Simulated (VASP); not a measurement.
The system is Si2Ni.

```
CELL_PARAMETERS angstrom
0.00000 2.50426 2.50426
2.50426 0.00000 2.50426
2.50426 2.50426 0.00000
ATOMIC_POSITIONS crystal
Si 0.25000 0.25000 0.25000
Si 0.75000 0.75000 0.75000
Ni 0.00000 0.00000 0.00000
```

Program: VASP 6.6.1. Alike in all runs: task single point; level LDA; potentials or basis VASP PAW LDA potentials, release 64 (Si, Ni); cell as given; k mesh 14 × 14 × 14; cutoff (eV) 520; smearing gaussian 0.15 eV.

Task: Order these runs on this cell by their pressure, lowest first.
A. spin collinear, ferromagnetic start; fixed moment (μB) 0.875
B. spin collinear, ferromagnetic start; fixed moment (μB) 0.625
C. spin collinear; fixed moment (μB) 0.125

Result: C (52.9 GPa), B (56.0 GPa), A (58.0 GPa).

Caveats: the cell stands under pressure; the total moment is fixed, so each spin has its own Fermi level.
